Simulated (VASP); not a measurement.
A run of VASP 6.6.1:

File INCAR:

```
SYSTEM = Cs
  PREC = Accurate
  ENCUT = 600
  EDIFF = 1E-6
  ISMEAR = -1
  SIGMA = 0.05
  LREAL = .False.
  LASPH = .True.
  NELM = 60
  ALGO = Fast
  ISIF = 3
  LWAVE = .False.
  LCHARG = .False.
  GGA = PS
  IBRION = 2
  NSW = 60
  EDIFFG = -0.01
```

The input KPOINTS:

```
Automatic mesh
0
Gamma
  7 7 7
  0 0 0
```

The input POSCAR:

```
Cs
1.0
   -2.7500754600      2.7500754600      4.0972389800
    2.7500754600     -2.7500754600      4.0972389800
    2.7500754600      2.7500754600     -4.0972389800
Cs
1
Direct
    0.0000000000      0.0000000000      0.0000000000
```

Potentials or basis: VASP PAW PBE potentials, release 64 (Cs_sv).

Run with:

```sh
$ cat potpaw_PBE.64/Cs_sv/POTCAR > POTCAR
$ mpirun -np 1 vasp_std > vasp.out
```

Hardware: 1 thread of Intel(R) Xeon(R) Platinum 8259CL CPU @ 2.50GHz (Skylake/Cascade Lake), with other jobs on the host.

Question: Estimate the wall time of this run.

Answer: It took 4.1 min on 1 thread of Intel(R) Xeon(R) Platinum 8259CL CPU @ 2.50GHz (Skylake/Cascade Lake), on a shared host, peak memory 0.34 GiB. Counts: scf iterations 56, k points 40, ion steps 7.
